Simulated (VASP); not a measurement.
Runs of VASP 6.6.1 on Ti3O. The structure is that of space group P6_3/mcm (No. 193), or close to it. The cells are those of the table. 

| cell | gap on the mesh (eV) | pressure (GPa) | largest force (eV/Å) |
| --- | --- | --- | --- |
| a = 4.686, b = 4.686, c = 4.846 Å, angles 90.0, 90.0, 120.0°, 8 atoms | none | (a) | 1.71 |
| a = 4.876, b = 4.876, c = 4.846 Å, angles 90.0, 90.0, 120.0°, 8 atoms | none | (b) | 0.81 |
| a = 4.496, b = 4.496, c = 4.846 Å, angles 90.0, 90.0, 120.0°, 8 atoms | none | 65.4 | 2.79 |
| a = 5.255, b = 5.255, c = 4.846 Å, angles 90.0, 90.0, 120.0°, 8 atoms | none | -10.3 | 0.55 |
| a = 4.306, b = 4.306, c = 4.846 Å, angles 90.0, 90.0, 120.0°, 8 atoms | none | (c) | 4.14 |

Alike in all rows: task single point; level PBEsol; potentials or basis VASP PAW PBE potentials, release 64 (Ti_sv, O); no spin polarisation; k mesh 12 × 12 × 8; cutoff (eV) 520; smearing gaussian 0.15 eV.

Fill in the values left out.

(a) 36.5; (b) 15.4; (c) 104.3.

Caveats: the PAW data sets were made with another functional, which shifts forces and pressure a little.

A gap of «none» marks levels without a gap at the run's occupations.
